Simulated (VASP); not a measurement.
# Ir in VASP: notebook

The runs below take Ir through single point, with LDA.

Program: VASP 6.6.1. These are calculated values, not measurements. Logs are shortened: lines on timing, memory, paths and dates and some standing lists are left out, and cuts for length are marked.

## Step 1: The cell of the first run

The structure is tetragonal, space group I4/mmm (No. 139). Conventional cell: a = 2.694 Å, b = 2.694 Å, c = 4.116 Å, α = 90.00°, β = 90.00°, γ = 90.00°. Within 3.6 Å of Ir (site symmetry 4/mmm) lie 12 Ir at 2.69 to 2.80 Å.

## Step 2: Single point, LDA (14.94 Å³/atom)

INCAR reads:

```
PREC     = Accurate       # precision mode
ENCUT    = 520            # plane-wave cutoff, eV
EDIFF    = 1E-6           # SCF threshold, eV
ISMEAR   = 0              # smearing method
SIGMA    = 0.15           # smearing width, eV
LREAL    = False          # projectors in reciprocal space
LASPH    = True           # aspherical terms in the spheres
NELM     = 80             # most SCF steps
ALGO     = Fast           # electronic algorithm
ISIF     = 2              # what is computed and relaxed
LWAVE    = False          # write WAVECAR
LCHARG   = False          # write CHGCAR
GGA      = CA             # functional
NBANDS   = 10             # bands
```

KPOINTS reads:

```
Automatic mesh
0
Gamma
  22 22 22
```

POSCAR reads:

```
Ir
1.0
    0.0000000000      1.9052184861      2.0582075306
    1.9052184861      0.0000000000      2.0582075306
    1.9052184861      1.9052184861      0.0000000000
Ir
1
Direct
    0.0000000000      0.0000000000      0.0000000000
```

Potentials or basis: VASP PAW LDA potentials, release 64 (Ir).

Launch:

```bash
$ cat potpaw_LDA.64/Ir/POTCAR > POTCAR
$ mpirun -np 1 vasp_std > vasp.out
```

OUTCAR:

```text
PREC = Accurate
   ENCUT = 520
   EDIFF = 1E-6
   ISMEAR = 0
   LREAL = False
   LASPH = True
   NELM = 80
   ISIF = 2
   GGA = CA

 ion  position               nearest neighbor table
   1  0.000  0.000  0.000-

  LATTYP: Found a body centered tetragonal cell.
 ALAT       =     2.6943858223
 C/A-ratio  =     1.5277749115

  Lattice vectors:

 A1 = (  -1.9052184861,   0.0000000000,   2.0582075306)
 A2 = (   1.9052184861,   0.0000000000,   2.0582075306)
 A3 = (   0.0000000000,   1.9052184861,  -2.0582075306)

Analysis of symmetry for initial positions (statically):
=====================================================================
 Subroutine PRICEL returns:
 Original cell was already a primitive cell.

 Routine SETGRP: Setting up the symmetry group for a
 body centered tetragonal supercell.

 Subroutine GETGRP returns: Found 16 space group operations
 (whereof 16 operations were pure point group operations)
 out of a pool of 16 trial point group operations.

The static configuration has the point symmetry D_4h.

Analysis of symmetry for dynamics (positions and initial velocities):
=====================================================================
 Subroutine PRICEL returns:
 Original cell was already a primitive cell.

 Routine SETGRP: Setting up the symmetry group for a
 body centered tetragonal supercell.

 Subroutine GETGRP returns: Found 16 space group operations
 (whereof 16 operations were pure point group operations)
 out of a pool of 16 trial point group operations.

The dynamic configuration has the point symmetry D_4h.

 Subroutine INISYM returns: Found 16 space group operations
 (whereof 16 operations are pure point group operations),
 and found     1 'primitive' translations

----------------------------------------------------------------------------------------

                                     Primitive cell

  volume of cell :      14.9420

  direct lattice vectors                    reciprocal lattice vectors
     0.000000000  1.905218486  2.058207531    -0.262437092  0.262437092  0.242929827
     1.905218486  0.000000000  2.058207531     0.262437092 -0.262437092  0.242929827
     1.905218486  1.905218486  0.000000000     0.262437092  0.262437092 -0.242929827

  length of vectors
     2.804652513  2.804652513  2.694385822     0.443577903  0.443577903  0.443577903

  position of ions in fractional coordinates (direct lattice)
     0.000000000  0.000000000  0.000000000

  ion indices of the primitive-cell ions
[... 80 lines left out ...]
   ISIF   =      2    stress and relaxation
   ISYM   =      2    0-nonsym 1-usesym 2-fastsym
   POTIM  = 0.5000    time-step for ionic-motion
   TEBEG  =    0.0;   TEEND  =   0.0 temperature during run
   PSTRESS=    0.0 pullay stress
   NELECT =       9.0000    total number of electrons
   NUPDOWN=      -1.0000    fix difference up-down
   EMIN   =  10.00;   EMAX   =-10.00  energy-range for DOS
   EFERMI =   0.00;   METHOD = LEGACY
   ISMEAR =     0;   SIGMA  =   0.15  broadening in eV -4-tet -1-fermi 0-gaus
   EFERMI_NEDOS =   21; number of points for ismear=-14 and -15
   IALGO  =     68    algorithm
   IMIX   =      4    mixing-type and parameters
     AMIX     =   0.40;   BMIX     =  1.00
     AMIX_MAG =   1.60;   BMIX_MAG =  1.00
  volume/ion in A,a.u.               =      14.94       100.83
  Fermi-wavevector in a.u.,A,eV,Ry     =   1.382567  2.612672 26.007409  1.911491
  Thomas-Fermi vector in A             =   2.507246
   LORBIT       =      0    0 simple, 1 ext, 2 COOP (PROOUT), +10 PAW based schemes
   GGA     = CA    functional components
   LHFCALC =     F    Hartree Fock is set to
   AEXX    =    0.0000 exact exchange contribution
   IVDW    =     0    specifies the selected vdW correction
   LEPSILON=     F    determine dielectric tensor
   LRPA    =     F    only Hartree local field effects (RPA)
 non-spin polarized calculation
 RMM-DIIS sequential band-by-band and
 Gauss-broadening in eV      SIGMA  =   0.15
  energy-cutoff  :      520.00
  volume of cell :       14.94
 maximum number of plane-waves:       414
 NGX is ok and might be reduce to    24
   NGX = 11   NGY = 11   NGZ =  9

 number of electron       9.0000000 magnetization

 Free energy of the ion-electron system (eV)
  ---------------------------------------------------
  ext. energy  EPLUGINS =         0.00000000
  ---------------------------------------------------
  free energy    TOTEN  =       -10.18869858 eV

  energy without entropy =      -10.17595429  energy(sigma->0) =      -10.18232643

 E-fermi :   9.3326     XC(G=0): -13.8239

 val. band max:        9.3318483948   @ k =   0.4545   0.0909   0.2727
 cond. band min:       9.3379197692   @ k =  -0.1818   0.2273   0.1818
 fundamental gap:      0.0060713744
 Fermi energy:         9.3325873560

 k-point     1 :       0.0000    0.0000    0.0000
  band No.  band energies     occupation
      1      -1.1556      2.00000
      2       5.1428      2.00000
      3       6.1391      2.00000
      4       6.1391      2.00000
      5       7.5852      2.00000
      6       8.8834      1.99998
      7      23.9163      0.00000
      8      27.6488      0.00000
      9      29.7733      0.00000
     10      29.7733      0.00000
[... 287 lines left out ...]
 k-point    24 :      -0.4545    0.0455    0.0000
  band No.  band energies     occupation
      1       1.9001      2.00000
      2       5.1980      2.00000
      3       6.2555      2.00000
      4       8.2954      2.00000
      5       9.8499      0.00000
      6      10.8454      0.00000
      7      16.2864      0.00000
      8      23.3094      0.00000
      9      27.9465      0.00000
     10      29.5691      0.00000

 [... further k-points ...]

------------------------ aborting loop because EDIFF is reached ----------------------------------------

  FORCE on cell =-STRESS in cart. coord.  units (eV):
  Direction    XX          YY          ZZ          XY          YZ          ZX
  --------------------------------------------------------------------------------------
  -------------------------------------------------------------------------------------
  Total       -1.3101731     -1.3101731     -3.6036392      0.0000000      0.0000000     -0.0000000
  in kB     -140.4851827   -140.4851827   -386.4053690      0.0000000      0.0000000     -0.0000000
  external PRESSURE =    -222.4585781 kB  Pullay stress =       0.0000000 kB

 VOLUME and BASIS-vectors are now :
 -----------------------------------------------------------------------------
  energy-cutoff  :      520.00
  volume of cell :       14.94
      direct lattice vectors                 reciprocal lattice vectors
     0.000000000  1.905218486  2.058207531    -0.262437092  0.262437092  0.242929827
     1.905218486  0.000000000  2.058207531     0.262437092 -0.262437092  0.242929827
     1.905218486  1.905218486  0.000000000     0.262437092  0.262437092 -0.242929827

 POSITION                                       TOTAL-FORCE (eV/Angst)
 -----------------------------------------------------------------------------------
      0.00000      0.00000      0.00000         0.000000      0.000000      0.000000
 -----------------------------------------------------------------------------------
    total drift:                               -0.000000     -0.000000      0.000000

  FREE ENERGIE OF THE ION-ELECTRON SYSTEM (eV)
  ---------------------------------------------------
  free  energy   TOTEN  =       -10.1886985767 eV

  energy  without entropy=      -10.1759542875  energy(sigma->0) =      -10.18232643
```

OSZICAR:

```text
N       E                     dE             d eps       ncg     rms          rms(c)
DAV:   1     0.470491951051E+02    0.47049E+02   -0.43154E+03 16800   0.814E+02
DAV:   2    -0.985667963702E+01   -0.56906E+02   -0.53879E+02 16980   0.194E+02
DAV:   3    -0.108179934790E+02   -0.96131E+00   -0.95722E+00 19644   0.313E+01
DAV:   4    -0.108272934854E+02   -0.93000E-02   -0.92980E-02 18940   0.280E+00
DAV:   5    -0.108274884311E+02   -0.19495E-03   -0.19494E-03 19052   0.393E-01    0.136E+01
RMM:   6    -0.102710302810E+02    0.55646E+00   -0.50192E-01 17230   0.879E+00    0.497E+00
RMM:   7    -0.101932972343E+02    0.77733E-01   -0.18948E-01 17476   0.365E+00    0.161E+00
RMM:   8    -0.101934679745E+02   -0.17074E-03   -0.21003E-02 20414   0.192E+00    0.136E+00
RMM:   9    -0.101916521302E+02    0.18158E-02   -0.54670E-03 20791   0.646E-01    0.806E-01
RMM:  10    -0.101887619443E+02    0.28902E-02   -0.37947E-03 17679   0.962E-01    0.297E-01
RMM:  11    -0.101888228667E+02   -0.60922E-04   -0.33107E-04 19095   0.141E-01    0.228E-01
RMM:  12    -0.101888165324E+02    0.63343E-05   -0.47268E-05 22208   0.634E-02    0.213E-01
RMM:  13    -0.101888071831E+02    0.93493E-05   -0.99925E-06 18928   0.229E-02    0.206E-01
RMM:  14    -0.101887658518E+02    0.41331E-04   -0.12082E-05 18736   0.453E-02    0.161E-01
RMM:  15    -0.101887042214E+02    0.61630E-04   -0.92792E-05 28009   0.113E-01    0.503E-02
RMM:  16    -0.101887020661E+02    0.21553E-05   -0.13526E-06 15527   0.128E-02    0.391E-02
RMM:  17    -0.101886987297E+02    0.33364E-05   -0.39073E-06 18576   0.226E-02    0.125E-02
RMM:  18    -0.101886985767E+02    0.15300E-06   -0.70686E-07  9533   0.693E-03
   1 F= -.10188699E+02 E0= -.10182326E+02  d E =-.127443E-01
```

stdout:

```text
POSCAR found type information on POSCAR Ir
 POSCAR found :  1 types and       1 ions
 scaLAPACK will be used
 LDA part: xc-table for (Slater(with rela. corr.)+CA(PZ))
 , standard interpolation
 POSCAR, INCAR and KPOINTS ok, starting setup
 FFT: planning ... GRIDC
 FFT: planning ... GRID_SOFT
 FFT: planning ... GRID
 WAVECAR not read
 entering main loop
```

It took 91 s on 1 thread of AMD EPYC 9R45 (Zen 5), shared host; peak memory 0.21 GiB.

What came out:

* Free energy: -10.1887 eV
* Pressure: -22.2 GPa
* Band gap on the k mesh: zero (an odd number of electrons rules out a gap without spin polarisation)

Caveat: the stress differs along the axes, from -39 to -14 GPa; spin-orbit coupling is left out, which moves the levels of the heavy elements.

## Step 3: Single point, LDA (14.20 Å³/atom)

This run uses another cell than the first one, of 14.20 Å³/atom.

INCAR reads:

```
PREC     = Accurate       # precision mode
ENCUT    = 560            # plane-wave cutoff, eV
EDIFF    = 1E-6           # SCF threshold, eV
ISMEAR   = 0              # smearing method
SIGMA    = 0.15           # smearing width, eV
LREAL    = F              # projectors in reciprocal space
LASPH    = T              # aspherical terms in the spheres
NELM     = 120            # most SCF steps
ALGO     = Normal         # electronic algorithm
ISIF     = 2              # what is computed and relaxed
LWAVE    = F              # write WAVECAR
LCHARG   = T              # write CHGCAR
GGA      = CA             # functional
LELF     = T              # ELF
LVHAR    = T            
NBANDS   = 14             # bands
GGA_COMPAT= F
```

KPOINTS reads:

```
regular mesh
0
Gamma
  22 22 22
```

POSCAR reads:

```
Ir
1.0
    0.0000000000      1.9221777951      1.9221777951
    1.9221777951      0.0000000000      1.9221777951
    1.9221777951      1.9221777951      0.0000000000
Ir
1
Direct
    0.0000000000      0.0000000000      0.0000000000
```

Potentials or basis: VASP PAW LDA potentials, release 64 (Ir_sv_GW).

Launch:

```bash
$ cat potpaw_LDA.64/Ir_sv_GW/POTCAR > POTCAR
$ mpirun -np 1 vasp_std > vasp.out
```

Run time: 30 s. Hardware: 1 thread of AMD EPYC 9R45 (Zen 5), shared host; peak memory 0.17 GiB.

Results (log left out):

- Free energy: -10.8993 eV
- Pressure: -10.2 GPa
- Band gap on the k mesh: zero (an odd number of electrons rules out a gap without spin polarisation)

Levels at points of the mesh, in eV from the Fermi level:
```
           k point  band 4  band 5  band 6  band 7  band 8  band 9  band 10  band 11  band 12  band 13
(0.00, 0.00, 0.00)  -49.17  -11.02   -3.86   -3.86   -3.86   -1.15    -1.15    13.69    19.14    19.14
(0.50, 0.00, 0.00)  -49.28   -8.03   -3.95   -3.95   -0.67    0.93     0.93     7.27    13.35    19.09
(0.50, 0.50, 0.00)  -49.46   -7.84   -7.29    0.91    1.50    1.50     1.76    10.51    11.50    11.50
```

Caveat: the cell stands under tension; spin-orbit coupling is left out, which moves the levels of the heavy elements.
